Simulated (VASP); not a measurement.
SiNi (rocksalt type), 2 atoms in the cell. The structure is cubic, space group Fm-3m (No. 225). Conventional cell: a = 4.161 Å, b = 4.161 Å, c = 4.161 Å, α = 90.00°, β = 90.00°, γ = 90.00°. Ni (site symmetry m-3m) has 6 Si at 2.08 Å within 2.8 Å. Si (site symmetry m-3m) has 6 Ni at 2.08 Å within 2.8 Å.  This cell differs from its parent crystal: volume scaled by 0.72.

| Property | Result |
| --- | --- |
| Program | VASP 6.6.1 |
| Task | single point |
| Functional | LDA |
| Potentials or basis | VASP PAW LDA potentials, release 64 (Ni, Si) |
| Cutoff | 520 eV |
| k mesh | 16 × 16 × 16 |
| Occupations | fermi-dirac, width 0.08 eV |
| Spin | no spin polarisation |
| Dipole correction | no |
| Further INCAR settings | ALGO = Normal; EDIFF = 1e-06; NBANDS = 14 |

Potentials or basis: VASP PAW LDA potentials, release 64 (Ni, Si).

Run with:

```bash
$ cat potpaw_LDA.64/Ni/POTCAR potpaw_LDA.64/Si/POTCAR > POTCAR
$ mpirun -np 1 vasp_std > vasp.out
```

Hardware: 1 thread of Intel Xeon 8259CL, on a shared host.

Task: Estimate the wall time of this run.

Result: Run time: 36 s on 1 thread of Intel Xeon 8259CL, with other jobs on the host, peak memory 0.16 GiB. Counts: scf iterations 12, k points 145.
